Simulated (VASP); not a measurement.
# KMgF3 (Pm-3m) in VASP: vibrations by perturbation theory with PBEsol

Aim: the vibrations by perturbation theory of KMgF3 with PBEsol.

All numbers are computed with VASP 6.6.1; they aren't measurements. Logs are shortened: lines on timing, memory, paths and dates and some standing lists are left out, and cuts for length are marked.

**1. The cell of the first run**

The structure is cubic, space group Pm-3m (No. 221). Conventional cell: a = 4.059 Å, b = 4.059 Å, c = 4.059 Å, α = 90.00°, β = 90.00°, γ = 90.00°. Within 3.8 Å of K (site symmetry m-3m) lie 12 F at 2.87 Å and 8 Mg at 3.51 Å. Mg (site symmetry m-3m) has 6 F at 2.03 Å within 2.7 Å. Within 2.7 Å of F (site symmetry 4/mmm) lie 2 Mg at 2.03 Å.

**2. Vibrations by perturbation theory, PBEsol**

INCAR reads:

```
ALGO = Normal ; EDIFF = 1E-8
ENCUT = 520 ; GGA = PS
IBRION = 8 ; ISIF = 2
ISMEAR = 0 ; LASPH = T
LCHARG = F ; LEPSILON = T
LREAL = F ; LWAVE = F
NELM = 100 ; NSW = 1
PREC = Accurate ; SIGMA = 0.01
```

KPOINTS reads:

```
k-points
0
Gamma
  4 4 4
```

POSCAR reads:

```
KMgF3
1.0
    4.0587165717      0.0000000000      0.0000000000
    0.0000000000      4.0587165717      0.0000000000
    0.0000000000      0.0000000000      4.0587165717
K Mg F
1 1 3
Direct
    0.5000000000      0.5000000000      0.5000000000
    0.0000000000      0.0000000000      0.0000000000
    0.5000000000      0.0000000000      0.0000000000
    0.0000000000      0.5000000000      0.0000000000
    0.0000000000      0.0000000000      0.5000000000
```

Potentials or basis: VASP PAW PBE potentials, release 64 (K_sv, Mg, F).

On the command line:

```bash
> cat potpaw_PBE.64/K_sv/POTCAR potpaw_PBE.64/Mg/POTCAR potpaw_PBE.64/F/POTCAR > POTCAR
> mpirun -np 1 vasp_std > vasp.out
```

OUTCAR:

```text
EDIFF = 1E-8
   ENCUT = 520
   GGA = PS
   IBRION = 8
   ISIF = 2
   ISMEAR = 0
   LASPH = T
   LEPSILON = T
   LREAL = F
   NELM = 100
   NSW = 1
   PREC = Accurate

 ion  position               nearest neighbor table
   1  0.500  0.500  0.500-   2 3.51   2 3.51   2 3.51   2 3.51   2 3.51   2 3.51   2 3.51   2 3.51

   2  0.000  0.000  0.000-   3 2.03   4 2.03   5 2.03   5 2.03   4 2.03   3 2.03   1 3.51   1 3.51
                             1 3.51   1 3.51   1 3.51   1 3.51   1 3.51   1 3.51
   3  0.500  0.000  0.000-   2 2.03   2 2.03
   4  0.000  0.500  0.000-   2 2.03   2 2.03
   5  0.000  0.000  0.500-   2 2.03   2 2.03

  LATTYP: Found a simple cubic cell.
 ALAT       =     4.0587165717

  Lattice vectors:

 A1 = (   4.0587165717,   0.0000000000,   0.0000000000)
 A2 = (   0.0000000000,   4.0587165717,   0.0000000000)
 A3 = (   0.0000000000,   0.0000000000,   4.0587165717)

Analysis of symmetry for initial positions (statically):
=====================================================================
 Subroutine PRICEL returns:
 Original cell was already a primitive cell.

 Routine SETGRP: Setting up the symmetry group for a
 simple cubic supercell.

 Subroutine GETGRP returns: Found 48 space group operations
 (whereof 48 operations were pure point group operations)
 out of a pool of 48 trial point group operations.

The static configuration has the point symmetry O_h .

Analysis of symmetry for dynamics (positions and initial velocities):
=====================================================================
 Subroutine PRICEL returns:
[... 519 lines left out ...]
  y     0.00000     0.00000     0.00000     0.00000     0.00000     0.00000
  z     0.00000     0.00000     0.00000     0.00000     0.00000     0.00000

 SECOND DERIVATIVES (NOT SYMMETRIZED)
 ------------------------------------
               1X          1Y          1Z          2X          2Y          2Z          3X          3Y          3Z          4X          4Y          4Z          5X          5Y          5Z
  1X    -1.673249   -0.000000   -0.000000    1.093613   -0.000000    0.000000    0.430786    0.000000   -0.000000    0.074425    0.000000    0.000000    0.074425    0.000000   -0.000000
  1Y    -0.000000   -1.673249   -0.000000    0.000000    1.093613   -0.000000    0.000000    0.074425    0.000000    0.000000    0.430786   -0.000000    0.000000    0.074425   -0.000000
  1Z    -0.000000   -0.000000   -1.673249    0.000000    0.000000    1.093613   -0.000000    0.000000    0.074425    0.000000   -0.000000    0.074425   -0.000000   -0.000000    0.430786
  2X     1.090802   -0.000000    0.000000   -7.426783   -0.000000    0.000000    4.341347   -0.000000    0.000000    0.997317    0.000000   -0.000000    0.997317    0.000000   -0.000000
  2Y    -0.000000    1.090802    0.000000   -0.000000   -7.426783   -0.000000   -0.000000    0.997317   -0.000000   -0.000000    4.341347    0.000000    0.000000    0.997317    0.000000
  2Z    -0.000000   -0.000000    1.090802   -0.000000   -0.000000   -7.426783   -0.000000    0.000000    0.997317    0.000000   -0.000000    0.997317   -0.000000   -0.000000    4.341347
  3X     0.408950    0.000000   -0.000000    4.322657   -0.000000   -0.000000   -8.447714    0.000000   -0.000000    1.858054    0.000000    0.000000    1.858054   -0.000000   -0.000000
  3Y     0.000000    0.054735    0.000000    0.000000    0.980759    0.000000    0.000000   -2.481825    0.000000    0.000000    1.861612    0.000000    0.000000   -0.415281    0.000000
  3Z     0.000000    0.000000    0.054735    0.000000    0.000000    0.980759    0.000000    0.000000   -2.481825    0.000000    0.000000   -0.415281    0.000000    0.000000    1.861612
  4X     0.054735    0.000000    0.000000    0.980759    0.000000    0.000000    1.861612    0.000000    0.000000   -2.481825    0.000000    0.000000   -0.415281    0.000000    0.000000
  4Y     0.000000    0.408950   -0.000000    0.000000    4.322657   -0.000000    0.000000    1.858054    0.000000    0.000000   -8.447714   -0.000000    0.000000    1.858054   -0.000000
  4Z     0.000000    0.000000    0.054735    0.000000    0.000000    0.980759    0.000000    0.000000   -0.415281    0.000000    0.000000   -2.481825    0.000000    0.000000    1.861612
  5X     0.054735    0.000000    0.000000    0.980759    0.000000    0.000000    1.861612    0.000000    0.000000   -0.415281    0.000000    0.000000   -2.481825    0.000000    0.000000
  5Y     0.000000    0.054735    0.000000    0.000000    0.980759    0.000000    0.000000   -0.415281    0.000000    0.000000    1.861612    0.000000    0.000000   -2.481825    0.000000
  5Z    -0.000000    0.000000    0.408950    0.000000    0.000000    4.322657   -0.000000    0.000000    1.858054   -0.000000    0.000000    1.858054    0.000000    0.000000   -8.447714

 Eigenvectors and eigenvalues of the dynamical matrix
 ----------------------------------------------------

   1 f  =   12.131434 THz    76.224045 2PiTHz  404.661064 cm-1    50.171555 meV
             X         Y         Z           dx          dy          dz
      2.029358  2.029358  2.029358    -0.000000   -0.000000    0.011552
      0.000000  0.000000  0.000000    -0.000000   -0.000000   -0.526640
      2.029358  0.000000  0.000000     0.000000   -0.000000   -0.127026
      0.000000  2.029358  0.000000    -0.000000    0.000000   -0.127026
      0.000000  0.000000  2.029358    -0.000000   -0.000000    0.830810
[... 105 lines left out ...]
  15 f/i=    0.044731 THz     0.281054 2PiTHz    1.492068 cm-1     0.184993 meV
             X         Y         Z           dx          dy          dz
      2.029358  2.029358  2.029358    -0.537008    0.162255   -0.009393
      0.000000  0.000000  0.000000    -0.430786    0.130160   -0.007535
      2.029358  0.000000  0.000000    -0.383114    0.116112   -0.006722
      0.000000  2.029358  0.000000    -0.384290    0.115756   -0.006722
      0.000000  0.000000  2.029358    -0.384290    0.116112   -0.006702

--------------------------------------------------------------------------------------------------------

 MACROSCOPIC STATIC DIELECTRIC TENSOR IONIC CONTRIBUTION
 ------------------------------------------------------
           5.912058     0.000000    -0.000000
           0.000000     5.912058     0.000000
          -0.000000     0.000000     5.912058
 ------------------------------------------------------

 ELASTIC MODULI CONTR FROM IONIC RELAXATION (kBar)
 Direction    XX          YY          ZZ          XY          YZ          ZX
 --------------------------------------------------------------------------------
 XX           0.0000      0.0000      0.0000      0.0000      0.0000      0.0000
 YY           0.0000      0.0000      0.0000      0.0000      0.0000      0.0000
 ZZ           0.0000      0.0000      0.0000      0.0000      0.0000      0.0000
 XY           0.0000      0.0000      0.0000      0.0000      0.0000      0.0000
 YZ           0.0000      0.0000      0.0000      0.0000      0.0000      0.0000
 ZX           0.0000      0.0000      0.0000      0.0000      0.0000      0.0000
 --------------------------------------------------------------------------------

 PIEZOELECTRIC TENSOR IONIC CONTR  for field in x, y, z        (C/m^2)
          XX          YY          ZZ          XY          YZ          ZX
  --------------------------------------------------------------------------------
  x     0.00000     0.00000     0.00000     0.00000     0.00000     0.00000
  y     0.00000     0.00000     0.00000     0.00000     0.00000     0.00000
  z     0.00000     0.00000     0.00000     0.00000     0.00000     0.00000
```

OSZICAR:

```text
N       E                     dE             d eps       ncg     rms          rms(c)
DAV:   1     0.233999059848E+03    0.23400E+03   -0.17391E+04   408   0.152E+03
DAV:   2    -0.148769755165E+02   -0.24888E+03   -0.24275E+03   548   0.378E+02
[... 244 lines left out ...]
RMM:   9    -0.535039004486E+00   -0.67752E-06   -0.42192E-07  2081   0.616E-04    0.367E-05
RMM:  10    -0.535038954691E+00    0.49794E-07   -0.18655E-07  2152   0.276E-04    0.285E-05
RMM:  11    -0.535038914062E+00    0.40629E-07   -0.67390E-08  2180   0.152E-04    0.475E-06
RMM:  12    -0.535038942796E+00   -0.28735E-07    0.14940E-08  2142   0.883E-05    0.545E-06
RMM:  13    -0.535038966425E+00   -0.23628E-07   -0.43008E-08  2100   0.645E-05    0.260E-06
RMM:  14    -0.535038965118E+00    0.13063E-08   -0.22885E-09  2029   0.539E-05    0.101E-06
 Linear response finished
```

stdout:

```text
POSCAR found type information on POSCAR K MgF
 POSCAR found :  3 types and       5 ions
 scaLAPACK will be used
 -----------------------------------------------------------------------------
|                                                                             |
|                                                                             |
|     You enforced a specific xc type in the INCAR file but a different       |
[... 47 lines left out ...]
 force on displaced ion       3 direction 1 :  -8.448  -0.000  -0.000
 Born effective charge ion    3 direction 1 :  -1.275   0.000   0.000
 Linear response progress:
 first order change of Fermi-energy  -0.58449E-04
 force on displaced ion       3 direction 2 :   0.000  -2.482   0.000
 Born effective charge ion    3 direction 2 :   0.000  -0.959   0.000
 Born effective charges drift removed
 Linear response finished
```

It took 12 min on 1 thread of Oxide Virtual Turin-like, shared host; peak memory 0.25 GiB.

Results:

| Item | Value |
| --- | --- |
| Electronic dielectric tensor (diagonal) | 2.07 |
| Born charges (mean of the diagonal) | K +1.18; Mg +2.01; F -1.06 e |
| Highest phonon frequency at Γ, LO-TO splitting left out | 405 cm⁻¹ |

Phonon frequencies in cm⁻¹ (negative: imaginary):
| q point | frequencies |
| --- | --- |
| (0.000, 0.000, 0.000) | -1 -1 -1 126 126 126 172 172 172 278 278 278 405 405 405 |

Electronic dielectric tensor:
```
2.07 0.00 0.00
0.00 2.07 0.00
0.00 0.00 2.07
```

Born effective charge tensors (e):
atom 1, K
```
1.18 0.00 0.00
0.00 1.18 0.00
0.00 0.00 1.18
```
atom 2, Mg
```
2.01 0.00 0.00
0.00 2.01 0.00
0.00 0.00 2.01
```
atom 3, F
```
-1.27  0.00  0.00
 0.00 -0.96  0.00
 0.00  0.00 -0.96
```
atom 4, F
```
-0.96  0.00  0.00
 0.00 -1.27  0.00
 0.00  0.00 -0.96
```
atom 5, F
```
-0.96  0.00  0.00
 0.00 -0.96  0.00
 0.00  0.00 -1.27
```

Caveat: the k points lie up to 0.39 Å⁻¹ apart; the cell stands under pressure or tension, which shifts response properties.
